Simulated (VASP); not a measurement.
A run of VASP 6.6.1 is set up as follows.

Contents of POSCAR:

```
BN
1.0
    2.5433243829      0.0000000000      0.0000000000
   -1.2716621915      2.2025835257      0.0000000000
    0.0000000000      0.0000000000      4.2068547497
B N
2 2
Direct
    0.3333333333      0.6666666667     -0.0097076332
    0.6666666667      0.3333333333      0.4902923668
    0.3333333333      0.6666666667      0.3837076332
    0.6666666667      0.3333333333      0.8837076332
```

File INCAR.step1:

```
PREC = Accurate
ENCUT = 520
ISMEAR = 0
SIGMA = 0.01
LREAL = F
LASPH = T
NELM = 60
NBANDS = 16
GGA = PE
ALGO = Normal
EDIFF = 1E-4
LWAVE = T
LCHARG = F
```

File INCAR.step2:

```
PREC = Accurate
ENCUT = 520
EDIFF = 1E-6
ISMEAR = 0
SIGMA = 0.01
LREAL = F
LASPH = T
NELM = 60
ALGO = Normal
ISIF = 2
LWAVE = F
LCHARG = F
METAGGA = R2SCAN
LMIXTAU = T
NBANDS = 16
ISTART = 1
```

The input KPOINTS:

```
regular mesh
0
Gamma
  12 12 6
```

Potentials or basis: VASP PAW PBE potentials, release 64 (B, N).

The run is started by

```bash
$ cat potpaw_PBE.64/B/POTCAR potpaw_PBE.64/N/POTCAR > POTCAR
$ cp INCAR.step1 INCAR
$ mpirun -np 1 vasp_std > vasp.out
$ cp INCAR.step2 INCAR
$ mpirun -np 1 vasp_std > vasp.out
```

(1) What does it give for the band gap on the k mesh?

(2) Predict the pressure.

(3) What does it give for the largest force?

Answers

(1) 6.08 eV (least direct gap 8.23 eV).

(2) 3.8 GPa.

(3) 1.538 eV/Å.

Caveat: the cell differs from its parent crystal (atoms displaced along a vibrational mode); the cell stands under pressure; the PAW data sets were made with another functional, which shifts forces and pressure a little.
